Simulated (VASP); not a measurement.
# ZrN (Fm-3m) in VASP: single point with PBE

Aim: the single point of ZrN with PBE.

All numbers are computed with VASP 6.6.1; they aren't measurements. Logs are shortened: lines on timing, memory, paths and dates and some standing lists are left out, and cuts for length are marked.

### Step 1. The cell of the first run

The structure is cubic, space group Fm-3m (No. 225). The conventional cell has a = 4.589 Å, b = 4.589 Å, c = 4.589 Å, α = 90.00°, β = 90.00°, γ = 90.00°. Within 3.0 Å of Zr (site symmetry m-3m) lie 6 N at 2.29 Å. Within 3.0 Å of N (site symmetry m-3m) lie 6 Zr at 2.29 Å.

### Step 2. Single point, PBE

Input file INCAR:

```
SYSTEM = ZrN
  PREC = Accurate
  ENCUT = 600
  EDIFF = 1E-6
  ISMEAR = 0
  SIGMA = 0.1
  LREAL = .False.
  LASPH = .True.
  NELM = 120
  ALGO = Normal
  ISIF = 2
  LWAVE = .False.
  LCHARG = .True.
  GGA = PE
  LELF = .True.
  LVHAR = .True.
  NBANDS = 16
  GGA_COMPAT = .False.
```

Input file KPOINTS:

```
Automatic mesh
0
Gamma
  6 6 6
  0 0 0
```

Input file POSCAR:

```
ZrN
1.0
    0.0000000000      2.2942655100      2.2942655100
    2.2942655100      0.0000000000      2.2942655100
    2.2942655100      2.2942655100      0.0000000000
Zr N
1 1
Direct
    0.5000000000      0.5000000000      0.5000000000
    0.0000000000      0.0000000000      0.0000000000
```

Potentials or basis: VASP PAW PBE potentials, release 64 (Zr_sv, N).

Command:

```sh
$ cat potpaw_PBE.64/Zr_sv/POTCAR potpaw_PBE.64/N/POTCAR > POTCAR
$ mpirun -np 1 vasp_std > vasp.out
```

OUTCAR:

```text
SYSTEM = ZrN
   PREC = Accurate
   ENCUT = 600
   EDIFF = 1E-6
   ISMEAR = 0
   LREAL = .False.
   LASPH = .True.
   NELM = 120
   ISIF = 2
   GGA = PE

 ion  position               nearest neighbor table
   1  0.500  0.500  0.500-   2 2.29   2 2.29   2 2.29   2 2.29   2 2.29   2 2.29
   2  0.000  0.000  0.000-   1 2.29   1 2.29   1 2.29   1 2.29   1 2.29   1 2.29

  LATTYP: Found a face centered cubic cell.
 ALAT       =     4.5885310200

  Lattice vectors:

 A1 = (   0.0000000000,   2.2942655100,   2.2942655100)
 A2 = (   2.2942655100,   0.0000000000,   2.2942655100)
 A3 = (   2.2942655100,   2.2942655100,   0.0000000000)

Analysis of symmetry for initial positions (statically):
=====================================================================
 Subroutine PRICEL returns:
 Original cell was already a primitive cell.

 Routine SETGRP: Setting up the symmetry group for a
 face centered cubic supercell.

 Subroutine GETGRP returns: Found 48 space group operations
[... 9 lines left out ...]

 Routine SETGRP: Setting up the symmetry group for a
 face centered cubic supercell.

 Subroutine GETGRP returns: Found 48 space group operations
[... 11 lines left out ...]
                                     Primitive cell

  volume of cell :      24.1524

  direct lattice vectors                    reciprocal lattice vectors
     0.000000000  2.294265510  2.294265510    -0.217934671  0.217934671  0.217934671
     2.294265510  0.000000000  2.294265510     0.217934671 -0.217934671  0.217934671
     2.294265510  2.294265510  0.000000000     0.217934671  0.217934671 -0.217934671

  length of vectors
     3.244581400  3.244581400  3.244581400     0.377473924  0.377473924  0.377473924

  position of ions in fractional coordinates (direct lattice)
     0.500000000  0.500000000  0.500000000
     0.000000000  0.000000000  0.000000000

  ion indices of the primitive-cell ions
   primitive index   ion index
                 1           1
                 2           2

----------------------------------------------------------------------------------------

 KPOINTS: Automatic mesh

Automatic generation of k-mesh.
 Grid dimensions read from file:
 generate k-points for:    6    6    6

 Generating k-lattice:

  Cartesian coordinates                     Fractional coordinates (reciprocal lattice)
    -0.036322445  0.036322445  0.036322445     0.166666667  0.000000000  0.000000000
     0.036322445 -0.036322445  0.036322445     0.000000000  0.166666667  0.000000000
     0.036322445  0.036322445 -0.036322445     0.000000000  0.000000000  0.166666667

  Length of vectors
     0.062912321  0.062912321  0.062912321
[... 44 lines left out ...]
   NELM   =    120;   NELMIN=  2; NELMDL= -5     # of ELM steps
   EDIFF  = 0.1E-05   stopping-criterion for ELM
   LREAL  =      F    real-space projection
   EDIFFG = 0.1E-04   stopping-criterion for IOM
   NSW    =      0    number of steps for IOM
   IBRION =     -1    ionic relax: 0-MD 1-quasi-New 2-CG
   NFREE  =      0    steps in history (QN), initial steepest desc. (CG)
   ISIF   =      2    stress and relaxation
   ISYM   =      2    0-nonsym 1-usesym 2-fastsym
   POTIM  = 0.5000    time-step for ionic-motion
   TEBEG  =    0.0;   TEEND  =   0.0 temperature during run
   PSTRESS=    0.0 pullay stress
   NELECT =      17.0000    total number of electrons
   NUPDOWN=      -1.0000    fix difference up-down
   EMIN   =  10.00;   EMAX   =-10.00  energy-range for DOS
   EFERMI =   0.00;   METHOD = LEGACY
   ISMEAR =     0;   SIGMA  =   0.10  broadening in eV -4-tet -1-fermi 0-gaus
   EFERMI_NEDOS =   21; number of points for ismear=-14 and -15
   IALGO  =     38    algorithm
   IMIX   =      4    mixing-type and parameters
     AMIX     =   0.40;   BMIX     =  1.00
     AMIX_MAG =   1.60;   BMIX_MAG =  1.00
  volume/ion in A,a.u.               =      12.08        81.49
  Fermi-wavevector in a.u.,A,eV,Ry     =   1.456255  2.751923 28.853589  2.120679
  Thomas-Fermi vector in A             =   2.573195
   LORBIT       =      0    0 simple, 1 ext, 2 COOP (PROOUT), +10 PAW based schemes
   GGA     = PE    functional components
   LHFCALC =     F    Hartree Fock is set to
   AEXX    =    0.0000 exact exchange contribution
   IVDW    =     0    specifies the selected vdW correction
   LEPSILON=     F    determine dielectric tensor
   LRPA    =     F    only Hartree local field effects (RPA)
 non-spin polarized calculation
 Gauss-broadening in eV      SIGMA  =   0.10
  energy-cutoff  :      600.00
  volume of cell :       24.15
 maximum number of plane-waves:       821
 NGX is ok and might be reduce to    28
   NGX = 13   NGY = 13   NGZ = 13

 number of electron      17.0000000 magnetization

 Free energy of the ion-electron system (eV)
  ---------------------------------------------------
  ext. energy  EPLUGINS =         0.00000000
  ---------------------------------------------------
  free energy    TOTEN  =       -20.40385344 eV

  energy without entropy =      -20.40152956  energy(sigma->0) =      -20.40269150

 E-fermi :  12.1148     XC(G=0): -12.4923

 val. band max:       12.0760575829   @ k =   0.1667   0.0000   0.0000
 cond. band min:      12.2587979069   @ k =   0.1667   0.0000   0.0000
 fundamental gap:      0.1827403240
 Fermi energy:        12.1148276436

 k-point     1 :       0.0000    0.0000    0.0000
  band No.  band energies     occupation
      1     -37.6796      2.00000
      2     -15.3014      2.00000
      3     -15.3014      2.00000
      4     -15.3014      2.00000
      5      -4.3111      2.00000
      6       9.3017      2.00000
[... 281 lines left out ...]
      3     -15.7990      2.00000
      4     -15.7011      2.00000
      5      -3.3433      2.00000
      6       7.0175      2.00000
[... 8 lines left out ...]
     15      22.6862      0.00000
     16      25.4148      0.00000

------------------------ aborting loop because EDIFF is reached ----------------------------------------

  FORCE on cell =-STRESS in cart. coord.  units (eV):
  Direction    XX          YY          ZZ          XY          YZ          ZX
  --------------------------------------------------------------------------------------
  -------------------------------------------------------------------------------------
  Total        0.1449643      0.1449643      0.1449643      0.0000000      0.0000000      0.0000000
  in kB        9.6163565      9.6163565      9.6163565      0.0000000      0.0000000      0.0000000
  external PRESSURE =       9.6163565 kB  Pullay stress =       0.0000000 kB

 VOLUME and BASIS-vectors are now :
 -----------------------------------------------------------------------------
  energy-cutoff  :      600.00
  volume of cell :       24.15
      direct lattice vectors                 reciprocal lattice vectors
     0.000000000  2.294265510  2.294265510    -0.217934671  0.217934671  0.217934671
     2.294265510  0.000000000  2.294265510     0.217934671 -0.217934671  0.217934671
     2.294265510  2.294265510  0.000000000     0.217934671  0.217934671 -0.217934671

 POSITION                                       TOTAL-FORCE (eV/Angst)
 -----------------------------------------------------------------------------------
      2.29427      2.29427      2.29427        -0.000000     -0.000000     -0.000000
      0.00000      0.00000      0.00000         0.000000      0.000000      0.000000
 -----------------------------------------------------------------------------------
    total drift:                                0.000000      0.000000      0.000000

  FREE ENERGIE OF THE ION-ELECTRON SYSTEM (eV)
  ---------------------------------------------------
  free  energy   TOTEN  =       -20.4038534443 eV

  energy  without entropy=      -20.4015295615  energy(sigma->0) =      -20.40269150
```

stdout:

```text
POSCAR found type information on POSCAR ZrN
 POSCAR found :  2 types and       2 ions
 scaLAPACK will be used
 LDA part: xc-table for (Slater+PW92), standard interpolation
 POSCAR, INCAR and KPOINTS ok, starting setup
 FFT: planning ... GRIDC
 FFT: planning ... GRID_SOFT
 FFT: planning ... GRID
 WAVECAR not read
 entering main loop
```

Wall time 20 s (1 thread of Intel Xeon Platinum 8259CL at 2.50GHz (Skylake/Cascade Lake), shared host); peak memory 0.15 GiB.

Results:

* Free energy: -20.4039 eV
* Pressure: 1.0 GPa

Levels at points of the mesh, in eV from the Fermi level:
| k point | band 7 | band 8 | band 9 | band 10 | band 11 | band 12 |
| --- | --- | --- | --- | --- | --- | --- |
| (0.00, 0.00, 0.00) | -2.81 | -2.81 | -0.58 | -0.58 | -0.58 | 1.39 |
| (0.50, 0.00, 0.00) | -5.84 | -5.84 | 2.83 | 2.89 | 2.89 | 4.56 |
| (0.50, 0.50, 0.00) | -3.65 | -3.32 | -3.32 | 3.17 | 4.32 | 4.32 |

Caveat: the k points lie up to 0.40 Å⁻¹ apart.
